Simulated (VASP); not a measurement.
Write the native input for VASP 6.6.1 that does the following.

```
Task                   : relaxation of cell and atoms
Functional             : PBEsol
Potentials or basis    : VASP PAW PBE potentials, release 64 (K_sv, Cl)
Cutoff                 : 600 eV
k mesh                 : 8 × 8 × 8
Occupations            : gaussian, width 0.01 eV
Spin                   : no spin polarisation
Target pressure        : 15 GPa
Dipole correction      : no
Further INCAR settings : ALGO = Normal; EDIFF = 1e-07; IBRION = 2; EDIFFG = -0.002; NSW = 100; ISIF = 3
```

The structure of KCl lies in POSCAR:

```
KCl
1.0
    0.0000000000      3.1212780665      3.1212780665
    3.1212780665      0.0000000000      3.1212780665
    3.1212780665      3.1212780665      0.0000000000
K Cl
1 1
Direct
    0.0000000000      0.0000000000      0.0000000000
    0.5000000000      0.5000000000      0.5000000000
```

One way to write it, as run:

INCAR

```
SYSTEM = KCl
ALGO = Normal
EDIFF = 1E-7
EDIFFG = -0.002
ENCUT = 600
GGA = PS
IBRION = 2
ISIF = 3
ISMEAR = 0
LASPH = .True.
LCHARG = .False.
LREAL = .False.
LWAVE = .False.
NELM = 60
NSW = 100
PREC = Accurate
PSTRESS = 150.0
SIGMA = 0.01
```

KPOINTS

```
k-points
0
Gamma
  8 8 8
  0 0 0
```

Potentials or basis: VASP PAW PBE potentials, release 64 (K_sv, Cl).

Launch:

```console
$ cat potpaw_PBE.64/K_sv/POTCAR potpaw_PBE.64/Cl/POTCAR > POTCAR
$ mpirun -np 1 vasp_std > vasp.out
```

Results of the run:

The relaxed volume is 21.66 Å³/atom. The relaxed cell is a = 3.942 Å, b = 3.942 Å, c = 3.942 Å, α = 60.00°, β = 60.00°, γ = 60.00°. The space group after relaxing (to 0.1 Å) is Fm-3m (No. 225). The energy change on relaxing (the run minimises the enthalpy) is +296.2 meV/atom. The ionic steps are 6, the pressure after relaxing is 15.0 GPa and the band gap on the k mesh is 5.66 eV (least direct gap 5.91 eV).

Caveat: the cell is relaxed towards a set pressure, so the run minimises the enthalpy, not the energy; the volume moved by over 15 % at a fixed basis, so the end points are rough; the PAW data sets were made with another functional, which shifts forces and pressure a little.

Wall time 98 s on 1 thread of AMD EPYC 7R13 Processor (Zen 3), with other jobs on the host, peak memory 0.19 GiB.
